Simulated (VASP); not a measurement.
# Ca: single point with LDA

Crystal: Ca.

```
CELL_PARAMETERS angstrom
0.00000 2.79420 2.79420
2.79420 0.00000 2.79420
2.79420 2.79420 0.00000
ATOMIC_POSITIONS crystal
Ca 0.00000 0.00000 0.00000
```

| Property | Result |
| --- | --- |
| Program | VASP 6.6.1 |
| Task | single point |
| Functional | LDA |
| Potentials or basis | VASP PAW LDA potentials, release 64 (Ca_sv) |
| Cutoff | 500 eV |
| k mesh | 8 × 8 × 8 |
| Occupations | fermi-dirac, width 0.0272 eV |
| Spin | no spin polarisation |

| Property | Result |
| --- | --- |
| Pressure | -2.2 GPa |
| Band gap on the k mesh | zero (band 5 reaches 1.85 eV, above the bottom of band 6 at 1.53 eV) |

Levels at points of the mesh, in eV from the Fermi level:
| k point | band 3 | band 4 | band 5 | band 6 | band 7 | band 8 |
| --- | --- | --- | --- | --- | --- | --- |
| (0.00, 0.00, 0.00) | -22.81 | -22.81 | -3.92 | 2.21 | 2.21 | 2.21 |
| (0.50, 0.00, 0.00) | -22.83 | -22.83 | -0.98 | -0.08 | 2.11 | 2.11 |
| (0.50, 0.50, 0.00) | -22.86 | -22.86 | -0.42 | 0.56 | 0.99 | 3.88 |

It took 19 s on 1 thread of Intel Xeon 8259CL, on a shared host, peak memory 0.15 GiB.
